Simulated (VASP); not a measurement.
A run of VASP 6.6.1 is set up as follows.

File INCAR:

```
ALGO = Normal
EDIFF = 1E-6
ENCUT = 500
GGA = LIBXC
GGA_COMPAT = False
ISIF = 2
ISMEAR = 0
ISPIN = 2
LASPH = True
LCHARG = True
LELF = True
LIBXC1 = GGA_X_RPBE
LIBXC2 = GGA_C_LYP
LMAXMIX = 4
LORBIT = 11
LREAL = False
LVHAR = True
LWAVE = False
MAGMOM = 0.56
NBANDS = 16
NELM = 200
PREC = Accurate
SIGMA = 0.1
```

The input KPOINTS:

```
k-points
0
Gamma
  11 11 11
```

The input POSCAR:

```
Nb
1.0
    0.0114240000      2.1343710000      2.1125540000
    2.1145960000     -0.0030440000      2.1270210000
    2.0958870000      2.1301300000      0.0156650000
Nb
1
Direct
    0.0000000000      0.0000000000      0.0000000000
```

Potentials or basis: VASP PAW PBE potentials, release 64 (Nb_sv).

The run is started by

```bash
$ cat potpaw_PBE.64/Nb_sv/POTCAR > POTCAR
$ mpirun -np 1 vasp_std > vasp.out
```

Question: Predict the net moment.

Answer: 0.00 μB per cell.

Question: Estimate the pressure.

Answer: 6.7 GPa.

Stress tensor (GPa, compression positive):
```
 4.60 -0.19  0.69
-0.19  9.19  0.01
 0.69  0.01  6.43
```

Caveat: the cell differs from its parent crystal (the cell strained at random); the cell stands under pressure; the PAW data sets were made with another functional, which shifts forces and pressure a little.
